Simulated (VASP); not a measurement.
A run of VASP 6.6.1:

The input POSCAR:

```
HfN
1.0
    0.0000000000      2.4216446627      2.4216446627
    2.4216446627      0.0000000000      2.4216446627
    2.4216446627      2.4216446627      0.0000000000
Hf N
1 1
Direct
    0.0000000000      0.0000000000      0.0000000000
    0.2500000000      0.2500000000      0.2500000000
```

The input INCAR.step1:

```
SYSTEM = HfN
  PREC = Accurate
  ENCUT = 520
  EDIFF = 1E-5
  ISMEAR = -1
  SIGMA = 0.05
  LREAL = .False.
  LASPH = .True.
  NELM = 80
  ALGO = Normal
  ISIF = 2
  LWAVE = .True.
  NBANDS = 14
  GGA = PE
```

The input INCAR.step2:

```
SYSTEM = HfN
  PREC = Accurate
  ENCUT = 520
  EDIFF = 1E-7
  ISMEAR = -1
  SIGMA = 0.05
  LREAL = .False.
  LASPH = .True.
  NELM = 80
  ALGO = Normal
  ISIF = 2
  LWAVE = .False.
  LCHARG = .True.
  GGA = PE
  LHFCALC = .True.
  HFSCREEN = 0.2079
  PRECFOCK = Normal
  LELF = .True.
  LVHAR = .True.
  NBANDS = 14
  ISTART = 1
```

KPOINTS

```
Automatic mesh
0
Gamma
  6 6 6
  0 0 0
```

Potentials or basis: VASP PAW PBE potentials, release 64 (Hf_pv, N).

Launch:

```sh
$ cat potpaw_PBE.64/Hf_pv/POTCAR potpaw_PBE.64/N/POTCAR > POTCAR
$ cp INCAR.step1 INCAR
$ mpirun -np 1 vasp_std > vasp.out
$ cp INCAR.step2 INCAR
$ mpirun -np 1 vasp_std > vasp.out
```

Hardware: 1 thread of Oxide Virtual Turin-like Processor, on a shared host.

Estimate the wall time of this run.

Run time: 24 min on 1 thread of Oxide Virtual Turin-like Processor (shared host), peak memory 0.24 GiB. Counts: k points 16.
